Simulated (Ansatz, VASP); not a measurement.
## SiW12: VASP beside Ansatz

Contents of INCAR:

```
PREC = Accurate
ENCUT = 520
EDIFF = 1E-6
ISMEAR = 0
SIGMA = 0.1
LREAL = False
LASPH = True
NELM = 100
ALGO = Normal
ISIF = 2
LWAVE = False
LCHARG = True
LDIPOL = True
IDIPOL = 3
DIPOL = 0.5 0.5 0.304
GGA = PE
IVDW = 12
LELF = True
LVHAR = True
LVACPOTAV = True
NBANDS = 98
```

KPOINTS

```
Automatic mesh
0
Gamma
  5 5 1
```

POSCAR

```
SiW12
1.0
    5.6644156868      0.0000000000      0.0000000000
    0.0000000000      5.6644156868      0.0000000000
    0.0000000000      0.0000000000     21.1500668291
W Si
12 1
Direct
    0.2500000000      0.2500000000      0.1891246979
    0.2500000000      0.7500000000      0.1891246979
    0.7500000000      0.2500000000      0.1891246979
    0.7500000000      0.7500000000      0.1891246979
    0.0000000000      0.0000000000      0.2848852803
    0.0000000000      0.5000000000      0.2848852803
    0.5000000000      0.0000000000      0.2848852803
    0.5000000000      0.5000000000      0.2848852803
    0.2500000000      0.2500000000      0.3806166143
    0.2500000000      0.7500000000      0.3806166143
    0.7500000000      0.2500000000      0.3806166143
    0.7500000000      0.7500000000      0.3806166143
    0.2500000000      0.3333333333      0.5271882552
```

Input for Ansatz:

```yaml
crystal:
  lattice:
    - [5.6644156868, 0.0, 0.0]
    - [0.0, 5.6644156868, 0.0]
    - [0.0, 0.0, 21.1500668291]
  atoms:
    - { symbol: W, position: [0.25, 0.25, 0.1891246979] }
    - { symbol: W, position: [0.25, 0.75, 0.1891246979] }
    - { symbol: W, position: [0.75, 0.25, 0.1891246979] }
    - { symbol: W, position: [0.75, 0.75, 0.1891246979] }
    - { symbol: W, position: [0.0, 0.0, 0.2848852803] }
    - { symbol: W, position: [0.0, 0.5, 0.2848852803] }
    - { symbol: W, position: [0.5, 0.0, 0.2848852803] }
    - { symbol: W, position: [0.5, 0.5, 0.2848852803] }
    - { symbol: W, position: [0.25, 0.25, 0.3806166143] }
    - { symbol: W, position: [0.25, 0.75, 0.3806166143] }
    - { symbol: W, position: [0.75, 0.25, 0.3806166143] }
    - { symbol: W, position: [0.75, 0.75, 0.3806166143] }
    - { symbol: Si, position: [0.25, 0.3333333333, 0.5271882552] }
basis:
  ecutwfc: 420
kpoints:
  mp_grid: { grid: [5, 5, 1] }
hamiltonian:
  xc: pbe
  pseudopotentials: { kind: paw, azcp: { folder: soft_1 } }
  dispersion: d3bj
scf:
  occupations: { method: gaussian, width: 0.1 }
output:
  forces: true
  eigenvalues: true
efield:
  axis: 3
  dipole_correction: true
  ramp_width: 0.04
```

Alike in both runs: task single point; functional PBE; dispersion D3(BJ); k mesh 5 × 5 × 1; occupations gaussian, width 0.1 eV; no spin polarisation.

|  | VASP | Ansatz |
| --- | --- | --- |
| version | VASP 6.6.1 | Ansatz 0.2.0 |
| potentials or method | VASP PAW PBE potentials, release 64 (W_sv, Si), cutoff 520 eV | scalar-relativistic, plane waves, PAW |
| valence electrons in the cell | 172 | 172 |

```csv
,VASP,Ansatz,Ansatz less VASP
gap on the k mesh at the Fermi level (eV),none,none,-
rms of the force components (eV/Å),0.609,0.605,-0.0040
"work function, face that differs most (eV)",4.35,4.35,+0.003
```

Atom by atom the forces differ by 0.014 eV/Å (rms over components). A gap of «none» marks a metal or a gap that the smearing closes.

Neither program's run includes spin-orbit coupling.
